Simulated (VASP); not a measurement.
Wanted: the native input for a VASP 6.6.1 run.

```yaml
Task: single point
Functional: PBEsol
Potentials_or_basis: VASP PAW PBE potentials, release 64 (Cd, S)
Cutoff: 520 eV
k_mesh: 6 × 6 × 6
Occupations: gaussian, width 0.01 eV
Spin: no spin polarisation
Dipole_correction: no
Further_INCAR_settings: ALGO = Normal; EDIFF = 1e-06; NBANDS = 16
```

The structure of CdS (Hawleyite) lies in POSCAR:

```
CdS
1.0
    4.1245540000      0.0000000000      0.0000000000
    2.0622770000      3.5719685433      0.0000000000
    2.0622770000      1.1906561811      3.3676842389
Cd S
1 1
Direct
    0.0000000000      0.0000000000      0.0000000000
    0.2500000000      0.2500000000      0.2500000000
```

The input as run:

INCAR

```
SYSTEM = CdS
ALGO     = Normal         ! electronic algorithm
EDIFF    = 1E-6           ! SCF threshold, eV
ENCUT    = 520            ! plane-wave cutoff, eV
GGA      = PS             ! functional
ISIF     = 2              ! what is computed and relaxed
ISMEAR   = 0              ! smearing method
LASPH    = .TRUE.         ! aspherical terms in the spheres
LCHARG   = .FALSE.        ! write CHGCAR
LREAL    = .FALSE.        ! projectors in reciprocal space
LWAVE    = .FALSE.        ! write WAVECAR
NBANDS   = 16             ! bands
NELM     = 80             ! most SCF steps
PREC     = Accurate       ! precision mode
SIGMA    = 0.01           ! smearing width, eV
```

KPOINTS

```
k-points
0
G
  6 6 6
  0 0 0
```

Potentials or basis: VASP PAW PBE potentials, release 64 (Cd, S).

Launch:

```console
$ cat potpaw_PBE.64/Cd/POTCAR potpaw_PBE.64/S/POTCAR > POTCAR
$ mpirun -np 1 vasp_std > vasp.out
```

Results of the run:

```
Pressure               : 0.1 GPa
Band gap on the k mesh : 1.01 eV, direct
```

Caveat: the PAW data sets were made with another functional, which shifts forces and pressure a little.

Wall time 6.2 s on 1 thread of Intel(R) Xeon(R) 6975P-C (Granite Rapids) (shared host), peak memory 0.17 GiB.
